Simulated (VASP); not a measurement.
# Sr2SO (P4/mmm) in VASP: single point with PBE-based screened hybrid with 50 % exact exchange

Aim: the single point of Sr2SO with PBE-based screened hybrid with 50 % exact exchange.

All numbers are computed with VASP 6.6.1; they aren't measurements. Logs are shortened: lines on timing, memory, paths and dates and some standing lists are left out, and cuts for length are marked.

## 1. The cell of the first run

It takes space group P4/mmm (No. 123, tetragonal). Conventional cell: a = 4.043 Å, b = 4.043 Å, c = 5.718 Å, α = 90.00°, β = 90.00°, γ = 90.00°. Within 3.8 Å of Sr (site symmetry 4/mmm) lie 2 O at 2.86 Å and 4 S at 2.86 Å. Within 3.8 Å of Sr (site symmetry 4/mmm) lie 2 S at 2.86 Å and 4 O at 2.86 Å. S (site symmetry 4/mmm) has 6 Sr at 2.86 Å within 3.8 Å. O (site symmetry 4/mmm) has 6 Sr at 2.86 Å within 3.8 Å.

## 2. Single point, PBE-based screened hybrid with 50 % exact exchange

Input file POSCAR:

```
Sr2SO
1.0
    4.0432370000      0.0000000000      0.0000000000
    0.0000000000      4.0432370000      0.0000000000
    0.0000000000      0.0000000000      5.7180000000
Sr S O
2 1 1
Direct
    0.5000000000      0.5000000000      0.5000000000
    0.0000000000      0.0000000000      0.0000000000
    0.0000000000      0.0000000000      0.5000000000
    0.5000000000      0.5000000000      0.0000000000
```

Input file INCAR.step1:

```
PREC = Accurate ; ENCUT = 520
EDIFF = 1E-5 ; ISMEAR = -1
SIGMA = 0.05 ; LREAL = F
LASPH = T ; NELM = 80
ALGO = Normal ; ISIF = 2
LWAVE = T ; NBANDS = 24
GGA = PE
```

Input file INCAR.step2:

```
PREC = Accurate ; ENCUT = 520
EDIFF = 1E-6 ; ISMEAR = -1
SIGMA = 0.05 ; LREAL = F
LASPH = T ; NELM = 80
ALGO = Normal ; ISIF = 2
LWAVE = F ; LCHARG = T
GGA = PE ; LHFCALC = T
AEXX = 0.5 ; HFSCREEN = 0.2078699
PRECFOCK = Normal ; LELF = T
LVHAR = T ; NBANDS = 24
ISTART = 1
```

Input file KPOINTS:

```
Automatic mesh
0
Gamma
  4 4 3
```

Potentials or basis: VASP PAW PBE potentials, release 64 (Sr_sv, S, O).

Started as:

```console
cat potpaw_PBE.64/Sr_sv/POTCAR potpaw_PBE.64/S/POTCAR potpaw_PBE.64/O/POTCAR > POTCAR
cp INCAR.step1 INCAR
mpirun -np 1 vasp_std > vasp.out
cp INCAR.step2 INCAR
mpirun -np 1 vasp_std > vasp.out
```

OUTCAR:

```text
PREC = Accurate
   ENCUT = 520
   EDIFF = 1E-6
   ISMEAR = -1
   LREAL = F
   LASPH = T
   NELM = 80
   ISIF = 2
   GGA = PE
   LHFCALC = T
   AEXX = 0.5
   HFSCREEN = 0.2078699
   PRECFOCK = Normal
   ISTART = 1

 ion  position               nearest neighbor table
   1  0.500  0.500  0.500-   4 2.86   4 2.86   3 2.86   3 2.86   3 2.86   3 2.86   2 4.04   2 4.04
                             2 4.04   2 4.04   2 4.04   2 4.04   2 4.04   2 4.04
   2  0.000  0.000  0.000-   3 2.86   3 2.86   4 2.86   4 2.86   4 2.86   4 2.86   1 4.04   1 4.04
                             1 4.04   1 4.04   1 4.04   1 4.04   1 4.04   1 4.04
   3  0.000  0.000  0.500-   2 2.86   2 2.86   1 2.86   1 2.86   1 2.86   1 2.86
   4  0.500  0.500  0.000-   1 2.86   1 2.86   2 2.86   2 2.86   2 2.86   2 2.86

  LATTYP: Found a simple tetragonal cell.
 ALAT       =     4.0432370000
 C/A-ratio  =     1.4142134137

  Lattice vectors:

 A1 = (   4.0432370000,   0.0000000000,   0.0000000000)
 A2 = (   0.0000000000,   4.0432370000,   0.0000000000)
 A3 = (   0.0000000000,   0.0000000000,   5.7180000000)

Analysis of symmetry for initial positions (statically):
=====================================================================
 Subroutine PRICEL returns:
 Original cell was already a primitive cell.

 Routine SETGRP: Setting up the symmetry group for a
 simple tetragonal supercell.

 Subroutine GETGRP returns: Found 16 space group operations
 (whereof 16 operations were pure point group operations)
 out of a pool of 16 trial point group operations.

The static configuration has the point symmetry D_4h.

Analysis of symmetry for dynamics (positions and initial velocities):
=====================================================================
 Subroutine PRICEL returns:
 Original cell was already a primitive cell.

 Routine SETGRP: Setting up the symmetry group for a
 simple tetragonal supercell.

 Subroutine GETGRP returns: Found 16 space group operations
 (whereof 16 operations were pure point group operations)
 out of a pool of 16 trial point group operations.

The dynamic configuration has the point symmetry D_4h.

 Subroutine INISYM returns: Found 16 space group operations
 (whereof 16 operations are pure point group operations),
 and found     1 'primitive' translations

----------------------------------------------------------------------------------------

                                     Primitive cell

  volume of cell :      93.4765

  direct lattice vectors                    reciprocal lattice vectors
     4.043237000  0.000000000  0.000000000     0.247326585  0.000000000  0.000000000
     0.000000000  4.043237000  0.000000000     0.000000000  0.247326585  0.000000000
     0.000000000  0.000000000  5.718000000     0.000000000  0.000000000  0.174886324

  length of vectors
     4.043237000  4.043237000  5.718000000     0.247326585  0.247326585  0.174886324

  position of ions in fractional coordinates (direct lattice)
     0.500000000  0.500000000  0.500000000
     0.000000000  0.000000000  0.000000000
     0.000000000  0.000000000  0.500000000
     0.500000000  0.500000000  0.000000000

  ion indices of the primitive-cell ions
   primitive index   ion index
                 1           1
                 2           2
                 3           3
                 4           4

----------------------------------------------------------------------------------------

 KPOINTS: Automatic mesh

Automatic generation of k-mesh.
 Grid dimensions read from file:
 generate k-points for:    4    4    3

 Generating k-lattice:

  Cartesian coordinates                     Fractional coordinates (reciprocal lattice)
     0.061831646  0.000000000  0.000000000     0.250000000  0.000000000  0.000000000
     0.000000000  0.061831646  0.000000000     0.000000000  0.250000000  0.000000000
     0.000000000  0.000000000  0.058295441     0.000000000  0.000000000  0.333333333

  Length of vectors
     0.061831646  0.061831646  0.058295441

  Shift w.r.t. Gamma in fractional coordinates (k-lattice)
     0.000000000  0.000000000  0.000000000

 Subroutine IBZKPT returns following result:
 ===========================================

 Found     12 irreducible k-points:

 Following reciprocal coordinates:
            Coordinates               Weight
  0.000000  0.000000  0.000000      1.000000
  0.250000  0.000000  0.000000      4.000000
  0.500000  0.000000  0.000000      2.000000
  0.250000  0.250000  0.000000      4.000000
  0.500000  0.250000  0.000000      4.000000
  0.500000  0.500000  0.000000      1.000000
  0.000000  0.000000  0.333333      2.000000
  0.250000  0.000000  0.333333      8.000000
  0.500000  0.000000  0.333333      4.000000
  0.250000  0.250000  0.333333      8.000000
  0.500000  0.250000  0.333333      8.000000
  0.500000  0.500000  0.333333      2.000000
   k-points           NKPTS =     12   k-points in BZ     NKDIM =     48   number of bands    NBANDS=     24
   number of dos      NEDOS =    301   number of ions     NIONS =      4
   total plane-waves  NPLWV =  43200
   dimension x,y,z NGX =    30 NGY =   30 NGZ =   48
   dimension x,y,z NGXF=    60 NGYF=   60 NGZF=   96
   ions per type =               2   1   1
   NGX,Y,Z   is equivalent  to a cutoff of  12.34, 12.34, 13.96 a.u.
   NGXF,Y,Z  is equivalent  to a cutoff of  24.67, 24.67, 27.91 a.u.
 SYSTEM =  unknown system
   PREC   = accura    normal or accurate (medium, high low for compatibility)
   ISTART =      1    job   : 0-new  1-cont  2-samecut
   ICHARG =      0    charge: 1-file 2-atom 10-const
   ISPIN  =      1    spin polarized calculation?
   LNONCOLLINEAR =      F non collinear calculations
   LSORBIT =      F    spin-orbit coupling
   LASPH  =      T    aspherical Exc in radial PAW
   ENCUT  =  520.0 eV  38.22 Ry    6.18 a.u.   7.52  7.52 10.63*2*pi/ulx,y,z
   NELM   =     80;   NELMIN=  2; NELMDL=  0     # of ELM steps
   EDIFF  = 0.1E-05   stopping-criterion for ELM
   LREAL  =      F    real-space projection
   EDIFFG = 0.1E-04   stopping-criterion for IOM
   NSW    =      0    number of steps for IOM
   IBRION =     -1    ionic relax: 0-MD 1-quasi-New 2-CG
   NFREE  =      0    steps in history (QN), initial steepest desc. (CG)
   ISIF   =      2    stress and relaxation
   ISYM   =      3    0-nonsym 1-usesym 2-fastsym
   POTIM  = 0.5000    time-step for ionic-motion
   TEBEG  =    0.0;   TEEND  =   0.0 temperature during run
   PSTRESS=    0.0 pullay stress
   NELECT =      32.0000    total number of electrons
   NUPDOWN=      -1.0000    fix difference up-down
   EMIN   =  10.00;   EMAX   =-10.00  energy-range for DOS
   EFERMI =   0.00;   METHOD = LEGACY
   ISMEAR =    -1;   SIGMA  =   0.05  broadening in eV -4-tet -1-fermi 0-gaus
   EFERMI_NEDOS =   21; number of points for ismear=-14 and -15
   IALGO  =     38    algorithm
   IMIX   =      1    mixing-type and parameters
     AMIX     =   0.40;   BMIX     =  1.00
     AMIX_MAG =   1.60;   BMIX_MAG =  1.00
  volume/ion in A,a.u.               =      23.37       157.70
  Fermi-wavevector in a.u.,A,eV,Ry     =   1.145225  2.164161 17.844574  1.311539
  Thomas-Fermi vector in A             =   2.281914
   LORBIT       =      0    0 simple, 1 ext, 2 COOP (PROOUT), +10 PAW based schemes
   GGA     = PE    functional components
   LHFCALC =     T    Hartree Fock is set to
   PRECFOCK=normal    Normal, Fast or Accurate (Low or Medium for compatibility)
   ENCUT4O =  -1.0   cutoff for four orbital integrals eV
   NKREDX  =     1    reduce k-point grid by
   NKREDY  =     1    reduce k-point grid by
   NKREDZ  =     1    reduce k-point grid by
   AEXX    =    0.5000 exact exchange contribution
   HFSCREEN=    0.2079 screening length (either q_TF or 0.3 A-1)
   HFSCREENC=   0.2079 screening length for correlation (either q_TF or 0.3 A-1)
   ENCUTFOCK=  -1.0 apply spherical cutoff to Coloumb kernel
   IVDW    =     0    specifies the selected vdW correction
   LEPSILON=     F    determine dielectric tensor
   LRPA    =     F    only Hartree local field effects (RPA)
 non-spin polarized calculation
  energy-cutoff  :      520.00
  volume of cell :       93.48
 maximum number of plane-waves:      2533
  NGX = 24; NGY = 24; NGZ = 32

 number of electron      31.9999994 magnetization

 Free energy of the ion-electron system (eV)
  ---------------------------------------------------
  ext. energy  EPLUGINS =         0.00000000
  ---------------------------------------------------
  free energy    TOTEN  =       -28.18292556 eV

  energy without entropy =      -28.18292556  energy(sigma->0) =      -28.18292556

 E-fermi :   1.1551     XC(G=0):  -6.0339

 val. band max:       -0.0168308490   @ k =   0.0000   0.0000   0.0000
 cond. band min:       4.6576681655   @ k =   0.0000   0.0000   0.0000
 fundamental gap:      4.6744990145
 Fermi energy:         1.1550840708

 k-point     1 :       0.0000    0.0000    0.0000
  band No.  band energies     occupation
      1     -37.6523      2.00000
      2     -37.5922      2.00000
      3     -17.6109      2.00000
      4     -17.4731      2.00000
      5     -17.2032      2.00000
      6     -17.2032      2.00000
[... 16 lines left out ...]
     23       8.2985      0.00000
     24      10.0795      0.00000

 k-point     2 :       0.2500    0.0000    0.0000
  band No.  band energies     occupation
      1     -37.6391      2.00000
      2     -37.5913      2.00000
      3     -18.0054      2.00000
      4     -17.5044      2.00000
      5     -17.4123      2.00000
      6     -17.1552      2.00000
[... 16 lines left out ...]
     23       9.8110      0.00000
     24      10.0499      0.00000

 k-point     3 :       0.5000    0.0000    0.0000
  band No.  band energies     occupation
      1     -37.6234      2.00000
      2     -37.5929      2.00000
      3     -18.2510      2.00000
      4     -17.7792      2.00000
      5     -17.3363      2.00000
      6     -17.1011      2.00000
[... 16 lines left out ...]
     23       9.7874      0.00000
     24      10.2401      0.00000
[... 190 lines left out ...]
 k-point    11 :       0.5000    0.2500    0.3333
  band No.  band energies     occupation
      1     -37.6174      2.00000
      2     -37.5854      2.00000
      3     -18.2044      2.00000
      4     -17.8059      2.00000
      5     -17.2709      2.00000
      6     -17.2227      2.00000
[... 16 lines left out ...]
     23      11.1131      0.00000
     24      11.1797      0.00000

 k-point    12 :       0.5000    0.5000    0.3333
  band No.  band energies     occupation
      1     -37.6118      2.00000
      2     -37.5781      2.00000
      3     -17.8862      2.00000
      4     -17.4426      2.00000
      5     -17.4426      2.00000
      6     -17.4362      2.00000
[... 16 lines left out ...]
     23      10.6354      0.00000
     24      11.9427      0.00000

------------------------ aborting loop because EDIFF is reached ----------------------------------------

  FORCE on cell =-STRESS in cart. coord.  units (eV):
  Direction    XX          YY          ZZ          XY          YZ          ZX
  --------------------------------------------------------------------------------------
  -------------------------------------------------------------------------------------
  Total       -1.1811876     -1.1811876     -1.0898163      0.0000000      0.0000000     -0.0000000
  in kB      -20.2454261    -20.2454261    -18.6793315      0.0000000      0.0000000     -0.0000000
  external PRESSURE =     -19.7233946 kB  Pullay stress =       0.0000000 kB

 VOLUME and BASIS-vectors are now :
 -----------------------------------------------------------------------------
  energy-cutoff  :      520.00
  volume of cell :       93.48
      direct lattice vectors                 reciprocal lattice vectors
     4.043237000  0.000000000  0.000000000     0.247326585  0.000000000  0.000000000
     0.000000000  4.043237000  0.000000000     0.000000000  0.247326585  0.000000000
     0.000000000  0.000000000  5.718000000     0.000000000  0.000000000  0.174886324

 POSITION                                       TOTAL-FORCE (eV/Angst)
 -----------------------------------------------------------------------------------
      2.02162      2.02162      2.85900         0.000000      0.000000      0.000000
      0.00000      0.00000      0.00000         0.000000      0.000000      0.000000
      0.00000      0.00000      2.85900         0.000000      0.000000      0.000000
      2.02162      2.02162      0.00000         0.000000      0.000000      0.000000
 -----------------------------------------------------------------------------------
    total drift:                                0.000000     -0.000000     -0.000000

  FREE ENERGIE OF THE ION-ELECTRON SYSTEM (eV)
  ---------------------------------------------------
  free  energy   TOTEN  =       -28.1829255606 eV

  energy  without entropy=      -28.1829255606  energy(sigma->0) =      -28.18292556
```

Wall time 58 min (1 thread of Intel Xeon 8259CL, shared host); peak memory 0.35 GiB.

Results:

| Quantity | Value |
| --- | --- |
| Free energy | -28.1829 eV |
| Pressure | -2.0 GPa |
| Band gap on the k mesh | 4.67 eV |

Levels at points of the mesh, in eV from the valence-band top:
```
           k point  band 12  band 13  band 14  band 15  band 16  band 17  band 18  band 19  band 20  band 21
(0.00, 0.00, 0.00)    -0.45    -0.45     0.00     0.00     0.00     4.67     5.53     7.47     7.47     7.89
(0.50, 0.00, 0.00)    -1.54    -1.33    -1.14    -0.65    -0.51     7.02     8.17     8.58     8.74     9.02
(0.50, 0.50, 0.00)    -1.47    -0.64    -0.32    -0.32    -0.23     4.92     4.92     8.46     9.37    10.27
```

Caveat: the PAW data sets were made with another functional, which shifts forces and pressure a little. A k mesh can miss the band edges.
